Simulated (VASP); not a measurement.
# LiAl2B2 (P3m1) in VASP: notebook, part 2 of 2

VASP 6.6.1. Earlier steps stand in the parts before.

## 3. Relaxation of cell and atoms, PBE

This run uses another cell than the first one, of 12.08 Å³/atom, 0.994 times its volume.

INCAR reads:

```
SYSTEM = LiAl2B2
PREC = Accurate
ENCUT = 600
EDIFF = 1E-6
ISMEAR = 0
SIGMA = 0.1
LREAL = .False.
LASPH = .True.
NELM = 100
ALGO = Normal
ISIF = 3
LWAVE = .False.
LCHARG = .False.
GGA = PE
IBRION = 2
NSW = 100
EDIFFG = -0.01
```

KPOINTS reads:

```
regular mesh
0
Gamma
  12 12 6
  0 0 0
```

POSCAR reads:

```
LiAl2B2
1.0
    2.9994995632      0.0000000000      0.0000000000
   -1.4997497816      2.5976428204      0.0000000000
    0.0000000000      0.0000000000      7.7521174595
Li Al B
1 2 2
Direct
    0.0000000000      0.0000000000      0.0633337306
    0.0000000000      0.0000000000      0.4636647619
    0.3333333333      0.6666666667      0.7616191815
    0.3333333333      0.6666666667      0.2679389503
    0.6666666667      0.3333333333      0.2711205157
```

Potentials or basis: VASP PAW PBE potentials, release 64 (Li_sv, Al, B).

The run is started by

```console
cat potpaw_PBE.64/Li_sv/POTCAR potpaw_PBE.64/Al/POTCAR potpaw_PBE.64/B/POTCAR > POTCAR
mpirun -np 1 vasp_std > vasp.out
```

OUTCAR:

```text
SYSTEM = LiAl2B2
   PREC = Accurate
   ENCUT = 600
   EDIFF = 1E-6
   ISMEAR = 0
   LREAL = .False.
   LASPH = .True.
   NELM = 100
   ISIF = 3
   GGA = PE
   IBRION = 2
   NSW = 100
   EDIFFG = -0.01

 ion  position               nearest neighbor table
   1  0.000  0.000  0.063-   4 2.35   4 2.35   4 2.35   5 2.37   5 2.37   5 2.37   3 2.91   3 2.91
                             3 2.91
   2  0.000  0.000  0.464-   5 2.29   5 2.29   5 2.29   4 2.30   4 2.30   4 2.30   3 2.89   3 2.89
                             3 2.89
   3  0.333  0.667  0.762-   2 2.89   2 2.89   2 2.89   1 2.91   1 2.91   1 2.91
   4  0.333  0.667  0.268-   5 1.73   5 1.73   5 1.73   2 2.30   2 2.30   2 2.30   1 2.35   1 2.35
                             1 2.35
   5  0.667  0.333  0.271-   4 1.73   4 1.73   4 1.73   2 2.29   2 2.29   2 2.29   1 2.37   1 2.37
                             1 2.37

  LATTYP: Found a hexagonal cell.
 ALAT       =     2.9994995632
 C/A-ratio  =     2.5844702745

  Lattice vectors:

 A1 = (   2.9994995632,   0.0000000000,   0.0000000000)
 A2 = (  -1.4997497816,   2.5976428204,   0.0000000000)
 A3 = (   0.0000000000,   0.0000000000,   7.7521174595)

Analysis of symmetry for initial positions (statically):
=====================================================================
 Subroutine PRICEL returns:
 Original cell was already a primitive cell.

 Routine SETGRP: Setting up the symmetry group for a
 hexagonal supercell.
[... 368 lines left out ...]

 number of electron      15.0000005 magnetization

 Free energy of the ion-electron system (eV)
  ---------------------------------------------------
  ext. energy  EPLUGINS =         0.00000000
  ---------------------------------------------------
  free energy    TOTEN  =       -23.33530115 eV

  energy without entropy =      -23.33117919  energy(sigma->0) =      -23.33324017

 E-fermi :   6.1946     XC(G=0): -10.0633

 val. band max:        6.1874758465   @ k =   0.3333   0.0000   0.5000
 cond. band min:       6.2101204317   @ k =   0.3333   0.0000   0.3333
 fundamental gap:      0.0226445852
 Fermi energy:         6.1945765834

 k-point     1 :       0.0000    0.0000    0.0000
  band No.  band energies     occupation
      1     -39.6041      2.00000
      2      -7.3774      2.00000
      3      -2.9057      2.00000
      4      -0.7829      2.00000
      5       3.3185      2.00000
      6       6.0899      1.86111
      7       6.0899      1.86111
      8       6.7529      0.00000
      9      11.4233      0.00000
     10      11.4233      0.00000
     11      14.3262      0.00000
[... 309 lines left out ...]
 k-point    24 :       0.0000    0.1667    0.1667
  band No.  band energies     occupation
      1     -39.5998      2.00000
      2      -6.8750      2.00000
      3      -2.3733      2.00000
      4      -0.1122      2.00000
      5       3.5001      2.00000
      6       3.9074      2.00000
      7       4.9693      2.00000
      8       7.6467      0.00000
      9      10.9145      0.00000
     10      11.2655      0.00000
     11      12.6632      0.00000

 [... further k-points ...]

------------------------ aborting loop because EDIFF is reached ----------------------------------------

  FORCE on cell =-STRESS in cart. coord.  units (eV):
  Direction    XX          YY          ZZ          XY          YZ          ZX
  --------------------------------------------------------------------------------------
  -------------------------------------------------------------------------------------
  Total        0.0016754      0.0016754      0.0167410      0.0000000     -0.0000000      0.0000000
  in kB        0.0442471      0.0442471      0.4421364      0.0000000     -0.0000000      0.0000000
  external PRESSURE =       0.1768768 kB  Pullay stress =       0.0000000 kB
[... 20 lines left out ...]
  FREE ENERGIE OF THE ION-ELECTRON SYSTEM (eV)
  ---------------------------------------------------
  free  energy   TOTEN  =       -23.3353011470 eV

  energy  without entropy=      -23.3311791942  energy(sigma->0) =      -23.33324017

 reached required accuracy - stopping structural energy minimisation
```

OSZICAR:

```text
N       E                     dE             d eps       ncg     rms          rms(c)
DAV:   1     0.364534385266E+02    0.36453E+02   -0.60641E+03  2200   0.127E+03
DAV:   2    -0.218041623333E+02   -0.58258E+02   -0.54856E+02  2952   0.193E+02
DAV:   3    -0.263802114461E+02   -0.45760E+01   -0.45015E+01  3698   0.504E+01
DAV:   4    -0.265904352541E+02   -0.21022E+00   -0.20989E+00  3080   0.100E+01
[... 40 lines left out ...]
DAV:   1    -0.233354238562E+02   -0.37042E-03   -0.21142E-02  2290   0.123E+00    0.458E-02
DAV:   2    -0.233353230482E+02    0.10081E-03   -0.70440E-04  2646   0.225E-01    0.267E-02
DAV:   3    -0.233353027379E+02    0.20310E-04   -0.74962E-05  2619   0.646E-02    0.113E-02
DAV:   4    -0.233353013163E+02    0.14216E-05   -0.94406E-06  2564   0.227E-02    0.445E-03
DAV:   5    -0.233353011470E+02    0.16924E-06   -0.41756E-07  1340   0.587E-03
   6 F= -.23335301E+02 E0= -.23333240E+02  d E =-.248543E-03
```

CONTCAR:

```text
LiAl2B2
   1.00000000000000
     3.0023892561272350   -0.0000000000000000   -0.0000000000000000
    -1.5011946280636175    2.6001453678842039    0.0000000000000000
     0.0000000000000000   -0.0000000000000000    7.7708941019264417
  Li              Al              B
     1     2     2
Direct
     1.0000000000000000    1.0000000000000000    0.0654543341529263
     0.0000000000000000    0.0000000000000000    0.4635974064705881
     0.3333333332999970    0.6666666667000030    0.7563463070341476
     0.3333333332999970    0.6666666667000030    0.2701246052402778
     0.6666666667000030    0.3333333332999970    0.2721544871020590

  0.00000000E+00  0.00000000E+00  0.00000000E+00
  0.00000000E+00  0.00000000E+00  0.00000000E+00
  0.00000000E+00  0.00000000E+00  0.00000000E+00
  0.00000000E+00  0.00000000E+00  0.00000000E+00
  0.00000000E+00  0.00000000E+00  0.00000000E+00
```

Run time: 2 min. Hardware: 1 thread of Intel Xeon Platinum 8488C (Sapphire Rapids), shared host; peak memory 0.24 GiB.

Results:

```yaml
Free_energy: -23.3353 eV
Relaxed_volume: 12.13 Å³/atom
Relaxed_cell: a = 3.002 Å, b = 3.002 Å, c = 7.771 Å, α = 90.00°, β = 90.00°, γ = 120.00°
Space_group_after_relaxing_to_0.05_Å: P3m1 (No. 156)
Energy_gained_by_relaxing: 1.1 meV/atom
Ionic_steps: 6
Pressure_after_relaxing: 0.0 GPa
Largest_force_after_relaxing: 0.010 eV/Å
```

Forces on the atoms (eV/Å):
```
Li   0.000  0.000 -0.001
Al   0.000  0.000 -0.010
Al   0.000  0.000 -0.001
B    0.000  0.000  0.009
B    0.000  0.000  0.002
```

The path:
```csv
step,energy change (eV),largest force (eV/Å),pressure (GPa),volume (Å³)
1,0.0000,0.1932,-0.06,60.40
2,-0.0025,0.1359,0.04,60.36
3,-0.0035,0.0663,0.17,60.31
4,-0.0047,0.0358,0.12,60.43
5,-0.0052,0.0582,0.05,60.58
6,-0.0055,0.0097,0.02,60.66
```

Final structure:
```xyz
5
Lattice="3.0024 0.0000 0.0000 -1.5012 2.6001 0.0000 0.0000 0.0000 7.7709" Properties=species:S:1:pos:R:3 pbc="T T T"
Li    1.5012    2.6001    0.5086
Al    0.0000    0.0000    3.6026
Al    0.0000    1.7334    5.8775
B     0.0000    1.7334    2.0991
B     1.5012    0.8667    2.1149
```

Caveat: the cutoff is under 1.25 times the usual one of these potentials, so pressure, stress and relaxed cells hold a basis-set (Pulay) error.
